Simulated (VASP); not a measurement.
Set up this calculation in VASP 6.6.1, as the native input.

```yaml
Task: single point
Functional: PBE
Potentials_or_basis: VASP PAW PBE potentials, release 64 (Fe_sv, Bi_d)
Cutoff: 690 eV
k_mesh: 10 × 10 × 10
Occupations: gaussian, width 0.05 eV
Spin: collinear spin, ferromagnetic start
Starting_moments: "[2.93, 0.0] μB"
Dipole_correction: no
Further_INCAR_settings: ALGO = Normal; EDIFF = 1e-06; NBANDS = 26
```

The structure of FeBi lies in POSCAR:

```
FeBi
1.0
    0.0000000000      2.8133204613      2.8133204613
    2.8133204613      0.0000000000      2.8133204613
    2.8133204613      2.8133204613      0.0000000000
Fe Bi
1 1
Direct
    0.5000000000      0.5000000000      0.5000000000
    0.0000000000      0.0000000000      0.0000000000
```

The input as run:

INCAR

```
PREC = Accurate ; ENCUT = 690
EDIFF = 1E-6 ; ISMEAR = 0
SIGMA = 0.05 ; LREAL = False
LASPH = True ; NELM = 200
ALGO = Normal ; ISIF = 2
LWAVE = False ; LCHARG = False
ISPIN = 2 ; MAGMOM = 2.93 0
LORBIT = 11 ; LMAXMIX = 4
GGA = PE ; NBANDS = 26
GGA_COMPAT = False
```

KPOINTS

```
regular mesh
0
Gamma
  10 10 10
```

Potentials or basis: VASP PAW PBE potentials, release 64 (Fe_sv, Bi_d).

Command:

```sh
$ cat potpaw_PBE.64/Fe_sv/POTCAR potpaw_PBE.64/Bi_d/POTCAR > POTCAR
$ mpirun -np 1 vasp_std > vasp.out
```

Results of the run:

```yaml
Pressure: -1.7 GPa
Net_moment: 2.65 μB per cell
Site_moments: Fe +2.52; Bi -0.08 μB
Valence_electrons_inside_the_program's_atomic_spheres: Fe 13.75; Bi 12.89
```

Run time: 2.1 min on 1 thread of Intel(R) Xeon(R) Platinum 8488C (Sapphire Rapids), with other jobs on the host, peak memory 0.32 GiB.
